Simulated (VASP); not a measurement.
A run of VASP 6.6.1:

INCAR

```
PREC = Accurate ; ENCUT = 600
EDIFF = 1E-6 ; ISMEAR = -5
SIGMA = 0.05 ; LREAL = F
LASPH = T ; NELM = 120
ALGO = Normal ; ISIF = 2
LWAVE = F ; LCHARG = T
GGA = LIBXC ; LIBXC1 = GGA_X_PBE_SOL
LIBXC2 = GGA_C_PBE ; LELF = T
LVHAR = T ; NBANDS = 7
GGA_COMPAT = F
```

The input KPOINTS:

```
Automatic mesh
0
Gamma
  11 11 11
```

Contents of POSCAR:

```
Mg
1.0
   -1.7985118965      1.7985118965      1.6451208489
    1.7985118965     -1.7985118965      1.6451208489
    1.7985118965      1.7985118965     -1.6451208489
Mg
1
Direct
    0.0000000000      0.0000000000      0.0000000000
```

Potentials or basis: VASP PAW PBE potentials, release 64 (Mg).

Run with:

```console
$ cat potpaw_PBE.64/Mg/POTCAR > POTCAR
$ mpirun -np 1 vasp_std > vasp.out
```

Hardware: 1 thread of Intel(R) Xeon(R) 6975P-C (Granite Rapids), on a shared host.

Q: How long does it take, and how much memory?

A: Run time: 5.9 s on 1 thread of Intel(R) Xeon(R) 6975P-C (Granite Rapids), on a shared host, peak memory 0.15 GiB. Counts: scf iterations 10, k points 126.
